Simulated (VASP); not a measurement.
# Al2O3 (R-3c) in VASP: settings compared

Al2O3 is run at these levels: PBE+D4, RPBE+D4, revPBE+D4; tasks: relaxation of cell and atoms, single point.

All numbers are computed with VASP 6.6.1; they aren't measurements. Logs are shortened: lines on timing, memory, paths and dates and some standing lists are left out, and cuts for length are marked.

**What was measured.**

From “Multi-petahertz electron interference in Cr:Al2O3 solid-state material”, 2018, pmc:5906618, for a bulk crystal of Al2O3: band gap 8.7 eV (optical).

How close the calculation comes is told below.

## Step 1: The cell of the first run

The structure is trigonal, space group R-3c (No. 167). The conventional cell has a = 4.760 Å, b = 4.760 Å, c = 12.996 Å, α = 90.00°, β = 90.00°, γ = 120.00°. Within 2.5 Å of Al (site symmetry 3) lie 6 O at 1.85 to 1.97 Å. O (site symmetry 2) has 4 Al at 1.85 to 1.97 Å and 12 O at 2.53 to 2.86 Å within 2.9 Å.

## Step 2: Relaxation of cell and atoms, PBE+D4

File INCAR:

```
ALGO = Normal
EDIFF = 1E-6
EDIFFG = -0.01
ENCUT = 600
GGA = PE
IBRION = 2
ISIF = 3
ISMEAR = -1
IVDW = 13
LASPH = T
LCHARG = F
LREAL = F
LWAVE = F
NELM = 80
NSW = 60
PREC = Accurate
SIGMA = 0.05
```

File KPOINTS:

```
k-points
0
Gamma
  7 7 7
```

File POSCAR:

```
Al2O3
1.0
    2.3802500000      1.3742379782      4.3318666667
   -2.3802500000      1.3742379782      4.3318666667
    0.0000000000     -2.7484759565      4.3318666667
Al O
4 6
Direct
    0.8521600000      0.8521600000      0.8521600000
    0.6478400000      0.6478400000      0.6478400000
    0.1478400000      0.1478400000      0.1478400000
    0.3521600000      0.3521600000      0.3521600000
    0.0566800000      0.7500000000      0.4433200000
    0.7500000000      0.4433200000      0.0566800000
    0.4433200000      0.0566800000      0.7500000000
    0.9433200000      0.2500000000      0.5566800000
    0.2500000000      0.5566800000      0.9433200000
    0.5566800000      0.9433200000      0.2500000000
```

Potentials or basis: VASP PAW PBE potentials, release 64 (Al, O).

The run is started by

```console
$ cat potpaw_PBE.64/Al/POTCAR potpaw_PBE.64/O/POTCAR > POTCAR
$ mpirun -np 1 vasp_std > vasp.out
```

OUTCAR:

```text
EDIFF = 1E-6
   EDIFFG = -0.01
   ENCUT = 600
   GGA = PE
   IBRION = 2
   ISIF = 3
   ISMEAR = -1
   IVDW = 13
   LASPH = T
   LREAL = F
   NELM = 80
   NSW = 60
   PREC = Accurate

 ion  position               nearest neighbor table
   1  0.852  0.852  0.852-   8 1.85   9 1.85  10 1.85   6 1.97   7 1.97   5 1.97   2 2.66   3 2.79
                             3 2.79   3 2.79   2 3.22   2 3.22   2 3.22
   2  0.648  0.648  0.648-   9 1.85   8 1.85  10 1.85   5 1.97   7 1.97   6 1.97   1 2.66   4 2.79
                             4 2.79   4 2.79   1 3.22   1 3.22   1 3.22
   3  0.148  0.148  0.148-   5 1.85   6 1.85   7 1.85   9 1.97  10 1.97   8 1.97   4 2.66   1 2.79
                             1 2.79   1 2.79   4 3.22   4 3.22   4 3.22
   4  0.352  0.352  0.352-   6 1.85   5 1.85   7 1.85   8 1.97  10 1.97   9 1.97   3 2.66   2 2.79
                             2 2.79   2 2.79   3 3.22   3 3.22   3 3.22
   5  0.057  0.750  0.443-   3 1.85   4 1.85   2 1.97   1 1.97
   6  0.750  0.443  0.057-   4 1.85   3 1.85   1 1.97   2 1.97
   7  0.443  0.057  0.750-   3 1.85   4 1.85   1 1.97   2 1.97
   8  0.943  0.250  0.557-   1 1.85   2 1.85   4 1.97   3 1.97
   9  0.250  0.557  0.943-   2 1.85   1 1.85   3 1.97   4 1.97
  10  0.557  0.943  0.250-   1 1.85   2 1.85   3 1.97   4 1.97

  LATTYP: Found a trigonal (rhomboedric) cell.
 ALAT       =     5.1302230849
 COS(alpha) =     0.5694707703

  Lattice vectors:

 A1 = (   2.3802500000,   1.3742379782,   4.3318666667)
 A2 = (  -2.3802500000,   1.3742379782,   4.3318666667)
 A3 = (   0.0000000000,  -2.7484759565,   4.3318666667)

Analysis of symmetry for initial positions (statically):
=====================================================================
 Subroutine PRICEL returns:
 Original cell was already a primitive cell.

 Routine SETGRP: Setting up the symmetry group for a
 trigonal (rhombohedral) supercell.

 Subroutine GETGRP returns: Found 12 space group operations
 (whereof  6 operations were pure point group operations)
 out of a pool of 12 trial point group operations.

The static configuration has the point symmetry S_6 .
 The point group associated with its full space group is D_3d.

Analysis of symmetry for dynamics (positions and initial velocities):
=====================================================================
 Subroutine PRICEL returns:
 Original cell was already a primitive cell.

 Routine SETGRP: Setting up the symmetry group for a
 trigonal (rhombohedral) supercell.

 Subroutine GETGRP returns: Found 12 space group operations
 (whereof  6 operations were pure point group operations)
 out of a pool of 12 trial point group operations.

The dynamic configuration has the point symmetry S_6 .
 The point group associated with its full space group is D_3d.

 Subroutine INISYM returns: Found 12 space group operations
 (whereof  6 operations are pure point group operations),
 and found     1 'primitive' translations

----------------------------------------------------------------------------------------
[... 101 lines left out ...]
   ISTART =      0    job   : 0-new  1-cont  2-samecut
   ICHARG =      2    charge: 1-file 2-atom 10-const
   ISPIN  =      1    spin polarized calculation?
   LNONCOLLINEAR =      F non collinear calculations
   LSORBIT =      F    spin-orbit coupling
   LASPH  =      T    aspherical Exc in radial PAW
   ENCUT  =  600.0 eV  44.10 Ry    6.64 a.u.  10.25 10.25 10.25*2*pi/ulx,y,z
   NELM   =     80;   NELMIN=  2; NELMDL= -5     # of ELM steps
   EDIFF  = 0.1E-05   stopping-criterion for ELM
   LREAL  =      F    real-space projection
   EDIFFG = -.1E-01   stopping-criterion for IOM
   NSW    =     60    number of steps for IOM
   IBRION =      2    ionic relax: 0-MD 1-quasi-New 2-CG
   NFREE  =      1    steps in history (QN), initial steepest desc. (CG)
   ISIF   =      3    stress and relaxation
   ISYM   =      2    0-nonsym 1-usesym 2-fastsym
   POTIM  = 0.5000    time-step for ionic-motion
   TEBEG  =    0.0;   TEEND  =   0.0 temperature during run
   PSTRESS=    0.0 pullay stress
   NELECT =      48.0000    total number of electrons
   NUPDOWN=      -1.0000    fix difference up-down
   EMIN   =  10.00;   EMAX   =-10.00  energy-range for DOS
   EFERMI =   0.00;   METHOD = LEGACY
   ISMEAR =    -1;   SIGMA  =   0.05  broadening in eV -4-tet -1-fermi 0-gaus
   EFERMI_NEDOS =   21; number of points for ismear=-14 and -15
   IALGO  =     38    algorithm
   IMIX   =      4    mixing-type and parameters
     AMIX     =   0.40;   BMIX     =  1.00
     AMIX_MAG =   1.60;   BMIX_MAG =  1.00
  volume/ion in A,a.u.               =       8.50        57.37
  Fermi-wavevector in a.u.,A,eV,Ry     =   1.353064  2.556920 24.909299  1.830782
  Thomas-Fermi vector in A             =   2.480350
   LORBIT       =      0    0 simple, 1 ext, 2 COOP (PROOUT), +10 PAW based schemes
   GGA     = PE    functional components
   LHFCALC =     F    Hartree Fock is set to
   AEXX    =    0.0000 exact exchange contribution
   IVDW    =    13    specifies the selected vdW correction
   LEPSILON=     F    determine dielectric tensor
   LRPA    =     F    only Hartree local field effects (RPA)
 conjugate gradient relaxation of ions
 non-spin polarized calculation
  energy-cutoff  :      600.00
  volume of cell :       85.02
 maximum number of plane-waves:      2867
 NGX is ok and might be reduce to    42
   NGX = 21   NGY = 21   NGZ = 21

--------------------------------------- Ionic step        1  -------------------------------------------

 number of electron      48.0000003 magnetization

 Free energy of the ion-electron system (eV)
  ---------------------------------------------------
  ext. energy  EPLUGINS =         0.00000000
  ---------------------------------------------------
  free energy    TOTEN  =       -74.77325163 eV

  energy without entropy =      -74.77325163  energy(sigma->0) =      -74.77325163

------------------------ aborting loop because EDIFF is reached ----------------------------------------

  DFT-D4 for vdW energy calculation

  Edisp (eV):   -2.70384
[... 183 lines left out ...]
--------------------------------------- Ionic step        5  -------------------------------------------

 number of electron      48.0000002 magnetization

 Free energy of the ion-electron system (eV)
  ---------------------------------------------------
  ext. energy  EPLUGINS =         0.00000000
  ---------------------------------------------------
  free energy    TOTEN  =       -74.79890751 eV

  energy without entropy =      -74.79890751  energy(sigma->0) =      -74.79890751

 E-fermi :   7.2046     XC(G=0): -11.6445

 val. band max:        6.0477344721   @ k =   0.0000   0.0000   0.0000
 cond. band min:      12.1587518204   @ k =   0.0000   0.0000   0.0000
 fundamental gap:      6.1110173483
 Fermi energy:         7.2046403091

 k-point     1 :       0.0000    0.0000    0.0000
  band No.  band energies     occupation
      1     -13.1358      2.00000
      2     -10.8301      2.00000
      3     -10.5599      2.00000
      4     -10.5599      2.00000
      5     -10.2461      2.00000
      6     -10.2461      2.00000
[... 781 lines left out ...]
     29      17.2661      0.00000
     30      17.3818      0.00000

 [... further k-points ...]

------------------------ aborting loop because EDIFF is reached ----------------------------------------

  DFT-D4 for vdW energy calculation

  Edisp (eV):   -2.68258
[... 33 lines left out ...]
  FREE ENERGIE OF THE ION-ELECTRON SYSTEM (eV)
  ---------------------------------------------------
  free  energy   TOTEN  =       -77.4814878724 eV

  energy  without entropy=      -77.4814878724  energy(sigma->0) =      -77.48148787

 reached required accuracy - stopping structural energy minimisation
```

OSZICAR:

```text
N       E                     dE             d eps       ncg     rms          rms(c)
DAV:   1     0.285956369995E+03    0.28596E+03   -0.28271E+04  2640   0.171E+03
DAV:   2    -0.678073677728E+02   -0.35376E+03   -0.34217E+03  3506   0.335E+02
DAV:   3    -0.826901412762E+02   -0.14883E+02   -0.14841E+02  3162   0.758E+01
[... 35 lines left out ...]
       N       E                     dE             d eps       ncg     rms          rms(c)
DAV:   1    -0.747988868328E+02    0.39981E-04   -0.16629E-02  2664   0.890E-01    0.218E-02
DAV:   2    -0.747989138276E+02   -0.26995E-04   -0.36760E-04  3162   0.124E-01    0.131E-02
DAV:   3    -0.747989089504E+02    0.48773E-05   -0.52635E-06  3156   0.190E-02    0.725E-03
DAV:   4    -0.747989074231E+02    0.15272E-05   -0.62846E-06  3120   0.186E-02    0.128E-03
DAV:   5    -0.747989075132E+02   -0.90125E-07   -0.11271E-06  1704   0.727E-03
   5 F= -.77481488E+02 E0= -.77481488E+02  d E =-.381445E-04
```

CONTCAR:

```text
Al2O3
   1.00000000000000
     2.3875359009591373    1.3784444950798260    4.3410124306363986
    -2.3875359009591373    1.3784444950798260    4.3410124306363986
     0.0000000000000000   -2.7568889902601694    4.3410124306364661
  Al              O
     4     6
Direct
     0.8521171721974259    0.8521171721974259    0.8521171721974258
     0.6478828278025741    0.6478828278025741    0.6478828278025742
     0.1478828278025741    0.1478828278025741    0.1478828278025741
     0.3521171721974258    0.3521171721974258    0.3521171721974258
     0.0564273511413294    0.7500000000000000    0.4435726488586706
     0.7500000000000000    0.4435726488586706    0.0564273511413294
     0.4435726488586706    0.0564273511413294    0.7500000000000000
     0.9435726488586706    0.2500000000000000    0.5564273511413294
     0.2500000000000000    0.5564273511413294    0.9435726488586706
     0.5564273511413294    0.9435726488586706    0.2500000000000000

  0.00000000E+00  0.00000000E+00  0.00000000E+00
  0.00000000E+00  0.00000000E+00  0.00000000E+00
  0.00000000E+00  0.00000000E+00  0.00000000E+00
  0.00000000E+00  0.00000000E+00  0.00000000E+00
  0.00000000E+00  0.00000000E+00  0.00000000E+00
  0.00000000E+00  0.00000000E+00  0.00000000E+00
  0.00000000E+00  0.00000000E+00  0.00000000E+00
  0.00000000E+00  0.00000000E+00  0.00000000E+00
  0.00000000E+00  0.00000000E+00  0.00000000E+00
  0.00000000E+00  0.00000000E+00  0.00000000E+00
```

Run time: 3.1 min. Hardware: 1 thread of Intel Xeon 6975P-C (Granite Rapids), shared host; peak memory 0.32 GiB.

What came out:

```yaml
Free_energy: -77.4815 eV
Relaxed_volume: 8.57 Å³/atom
Relaxed_cell: a = 5.142 Å, b = 5.142 Å, c = 5.142 Å, α = 55.33°, β = 55.33°, γ = 55.33°
Space_group_after_relaxing_to_0.1_Å: R-3c (No. 167)
Energy_gained_by_relaxing: 0.4 meV/atom
Ionic_steps: 5
Pressure_after_relaxing: 0.0 GPa
Largest_force_after_relaxing: 0.004 eV/Å
Band_gap_on_the_k_mesh: 6.11 eV
Dispersion_energy_per_atom: -0.268 eV
```

Forces on the atoms (eV/Å):
```
Al   0.000  0.000  0.004
Al   0.000  0.000 -0.004
Al   0.000  0.000 -0.004
Al   0.000  0.000  0.004
O    0.000  0.000  0.000
O    0.000  0.000  0.000
O    0.000  0.000  0.000
O    0.000  0.000  0.000
O    0.000  0.000  0.000
O    0.000  0.000  0.000
```

The path:
```
step  energy change (eV)  largest force (eV/Å)  pressure (GPa)  volume (Å³)
   1              0.0000                0.0224            1.98        85.02
   2             -0.0010                0.0197           -1.70        86.32
   3             -0.0044                0.0153           -0.01        85.71
   4             -0.0044                0.0153           -0.05        85.72
   5             -0.0044                0.0045           -0.04        85.72
```

Final structure:
```
Al O
1.0
     2.38754    1.37844    4.34101
    -2.38754    1.37844    4.34101
     0.00000   -2.75689    4.34101
Al O
4 6
Direct
  0.85212 0.85212 0.85212
  0.64788 0.64788 0.64788
  0.14788 0.14788 0.14788
  0.35212 0.35212 0.35212
  0.05643 0.75000 0.44357
  0.75000 0.44357 0.05643
  0.44357 0.05643 0.75000
  0.94357 0.25000 0.55643
  0.25000 0.55643 0.94357
  0.55643 0.94357 0.25000
```

Levels at points of the mesh, in eV from the valence-band top:
```csv
k point,band 22,band 23,band 24,band 25,band 26,band 27
"(0.00, 0.00, 0.00)",-0.05,-0.05,0.00,6.11,9.06,10.63
```

Caveat: an odd mesh through Γ misses points on the zone boundary, where band edges can lie.

[end of part 1 of 3]
